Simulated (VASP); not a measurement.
The system is Si.

```
Si
1.0
    -3.33608    3.33608    3.33608
     3.33608   -3.33608    3.33608
     3.33608    3.33608   -3.33608
Si
6
Direct
  0.75000 0.25000 0.50000
  0.75000 0.50000 0.25000
  0.50000 0.25000 0.75000
  0.25000 0.50000 0.75000
  0.25000 0.75000 0.50000
  0.50000 0.75000 0.25000
```

Base run:

```yaml
Program: VASP 6.6.1
Functional: PBE
Potentials_or_basis: VASP PAW PBE potentials, release 64 (Si)
Cutoff: 520 eV
k_mesh: 5 × 5 × 5
Occupations: fermi-dirac, width 0.15 eV
Spin: no spin polarisation
```

Its results: band gap on the k mesh 0.34 eV, direct; pressure 1.8 GPa.

**Question.** The run is repeated on the same cell with these changes: k mesh from 5 × 5 × 5 to 3 × 3 × 3. What comes out?

**Answer.** Band gap on the k mesh 0.44 eV, direct; pressure 1.7 GPa.

Caveats: some runs use coarse meshes.

A k mesh can miss the band edges.
